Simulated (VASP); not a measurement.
Input of a VASP 6.6.1 run:

INCAR

```
SYSTEM = Ni
PREC = Accurate
ENCUT = 520
EDIFF = 1E-7
ISMEAR = -1
SIGMA = 0.05
LREAL = .FALSE.
LASPH = .TRUE.
NELM = 150
ALGO = Normal
ISIF = 2
LWAVE = .FALSE.
LCHARG = .FALSE.
ISPIN = 2
MAGMOM = 1 1 1 1 1 1
LORBIT = 11
LMAXMIX = 4
LDIPOL = .TRUE.
IDIPOL = 3
DIPOL = 0.5 0.5 0.500
GGA = PE
NBANDS = 43
```

Contents of KPOINTS:

```
Automatic mesh
0
G
  19 19 1
  0 0 0
```

File POSCAR:

```
Ni
1.0
    2.4880369134      0.0000000000      0.0000000000
   -1.2440184567      2.1547031725      0.0000000000
    0.0000000000      0.0000000000     26.1574000000
Ni
6
Direct
    0.1666666667      0.3333333333      0.3069882815
    0.5000000000      1.0000000000      0.3835725514
    0.8333333333      0.6666666667      0.4611195138
    0.1666666667      0.3333333333      0.5388788798
    0.5000000000      1.0000000000      0.6164273176
    0.8333333333      0.6666666667      0.6930134552
```

Potentials or basis: VASP PAW PBE potentials, release 64 (Ni).

Launch:

```bash
$ cat potpaw_PBE.64/Ni/POTCAR > POTCAR
$ mpirun -np 1 vasp_std > vasp.out
```

Problem. What does it give for the site moments?

Solution. Ni +0.67, +0.64 (each value once) μB.

Problem. Predict the net moment.

Solution. 3.88 μB per cell.

Forces in eV/Å, atoms in the order of the input:
```
Ni   0.000  0.000  0.001
Ni   0.000  0.000  0.003
Ni   0.000  0.000  0.002
Ni   0.000  0.000 -0.002
Ni   0.000  0.000 -0.003
Ni   0.000  0.000 -0.001
```
